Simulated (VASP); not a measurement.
CdF2, 3 atoms in the cell. It takes space group Fm-3m (No. 225, cubic). Conventional cell: a = 5.217 Å, b = 5.217 Å, c = 5.217 Å, α = 90.00°, β = 90.00°, γ = 90.00°. Within 3.0 Å of Cd (site symmetry m-3m) lie 8 F at 2.26 Å. Within 3.0 Å of F (site symmetry -43m) lie 4 Cd at 2.26 Å and 6 F at 2.61 Å.  This cell differs from its parent crystal: volume scaled by 0.88.

- Program: VASP 6.6.1
- Task: single point
- Functional: PBE
- Dispersion: D3(BJ)
- Potentials or basis: VASP PAW PBE potentials, release 64 (Cd, F)
- Cutoff: 520 eV
- k mesh: 8 × 8 × 8
- Occupations: gaussian, width 0.02 eV
- Spin: no spin polarisation
- Dipole correction: no
- Further INCAR settings: ALGO = Normal; EDIFF = 1e-06; NBANDS = 20

Potentials or basis: VASP PAW PBE potentials, release 64 (Cd, F).

Run with:

```sh
$ cat potpaw_PBE.64/Cd/POTCAR potpaw_PBE.64/F/POTCAR > POTCAR
$ mpirun -np 1 vasp_std > vasp.out
```

Hardware: 1 thread of Intel(R) Xeon(R) Platinum 8259CL CPU @ 2.50GHz (Skylake/Cascade Lake), on a shared host.

Task: Estimate the wall time of this run.

Result: Wall time 38 s on 1 thread of Intel(R) Xeon(R) Platinum 8259CL CPU @ 2.50GHz (Skylake/Cascade Lake) (shared host), peak memory 0.18 GiB. Counts: scf iterations 14, k points 29.
